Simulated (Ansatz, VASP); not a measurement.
## Ta2SbN in VASP and in Ansatz

Contents of INCAR:

```
PREC = Accurate
ENCUT = 600
EDIFF = 1E-6
ISMEAR = -1
SIGMA = 0.15
LREAL = False
LASPH = True
NELM = 60
ALGO = Normal
ISIF = 3
LWAVE = False
LCHARG = False
GGA = PS
IBRION = 2
NSW = 80
EDIFFG = -0.001
```

KPOINTS

```
regular mesh
0
Gamma
  15 15 6
```

POSCAR

```
Ta2SbN
1.0
    3.0817771002      0.0000000000      0.0000000000
   -1.5408885501      2.6688972576      0.0000000000
    0.0000000000      0.0000000000      7.2956970847
Ta Sb N
2 1 1
Direct
    0.6666666667      0.3333333333      0.6884172663
    0.6666666667      0.3333333333      0.3115827337
    0.0000000000      0.0000000000      0.0000000000
    0.3333333333      0.6666666667      0.5000000000
```

Input for Ansatz:

```yaml
crystal:
  lattice:
    - [3.0817771002, 0.0, 0.0]
    - [-1.5408885501, 2.6688972576, 0.0]
    - [0.0, 0.0, 7.2956970847]
  atoms:
    - { symbol: Ta, position: [0.6666666667, 0.3333333333, 0.6884172663] }
    - { symbol: Ta, position: [0.6666666667, 0.3333333333, 0.3115827337] }
    - { symbol: Sb, position: [0.0, 0.0, 0.0] }
    - { symbol: "N", position: [0.3333333333, 0.6666666667, 0.5] }
basis:
  ecutwfc: 420
kpoints:
  mp_grid: { grid: [15, 15, 6] }
hamiltonian:
  xc: pbesol
scf:
  occupations: { method: fermi_dirac, width: 0.15 }
output:
  forces: true
  stress: true
  eigenvalues: true
relax:
  adjacent_minimum: "off"
  f_tol: 0.001
  max_steps: 60
  cell: { stress_tol: 0.01 }
```

Alike in both runs: task relaxation of cell and atoms; functional PBEsol; k mesh 15 × 15 × 6; occupations fermi-dirac, width 0.15 eV; no spin polarisation.

|  | VASP | Ansatz |
| --- | --- | --- |
| version | VASP 6.6.1 | Ansatz 0.2.0 |
| potentials or method | VASP PAW PBE potentials, release 64 (Ta_pv, Sb, N), cutoff 600 eV | scalar-relativistic, plane waves, PAW |
| valence electrons in the cell | 32 | 46 |

Ansatz gave:

```
gap on the k mesh at the Fermi level, each at its own relaxed structure (eV) : none
relaxed volume (Å³/atom)                                                     : 15.01
relaxed cell length with the largest relative difference (Å)                 : 7.297
```

Question: Estimate VASP's values.

Answer: gap on the k mesh at the Fermi level, each at its own relaxed structure (eV): none; relaxed volume (Å³/atom): 15.05; relaxed cell length with the largest relative difference (Å): 7.305.

VASP's potentials were made for PBE, not for PBEsol. A gap of «none» marks a metal or a gap that the smearing closes. VASP's potentials hold 32 valence electrons a cell and Ansatz's 46, so a difference there can come from the potentials and not from the codes.

Neither program's run includes spin-orbit coupling.
